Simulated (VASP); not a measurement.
Here is a VASP 6.6.1 calculation.

Contents of INCAR:

```
SYSTEM = KLuS2
  ALGO = Normal
  EDIFF = 1E-6
  ENCUT = 520
  GGA = CA
  ISIF = 2
  ISMEAR = -1
  LASPH = .TRUE.
  LCHARG = .FALSE.
  LREAL = .FALSE.
  LWAVE = .FALSE.
  NBANDS = 31
  NELM = 100
  PREC = Accurate
  SIGMA = 0.01
```

The input KPOINTS:

```
k-points
0
G
  7 7 7
  0 0 0
```

File POSCAR:

```
KLuS2
1.0
    1.9612491445      1.1323277215      7.2414001364
   -1.9612491445      1.1323277215      7.2414001364
    0.0000000000     -2.2646554430      7.2414001364
K Lu S
1 1 2
Direct
    0.0000000000      0.0000000000      0.0000000000
    0.5000000000      0.5000000000      0.5000000000
    0.2336900000      0.2336900000      0.2336900000
    0.7663100000      0.7663100000      0.7663100000
```

Potentials or basis: VASP PAW PBE potentials, release 64 (K_sv, Lu, S).

The run is started by

```sh
$ cat potpaw_PBE.64/K_sv/POTCAR potpaw_PBE.64/Lu/POTCAR potpaw_PBE.64/S/POTCAR > POTCAR
$ mpirun -np 1 vasp_std > vasp.out
```

Problem. Estimate the pressure.

Solution. -2.5 GPa.

Problem. What does it give for the largest force?

Solution. 0.148 eV/Å.

Forces on the atoms (eV/Å):
```
K    0.000  0.000  0.000
Lu   0.000  0.000  0.000
S    0.000  0.000 -0.148
S    0.000  0.000  0.148
```

Caveat: the PAW data sets were made with another functional, which shifts forces and pressure a little.
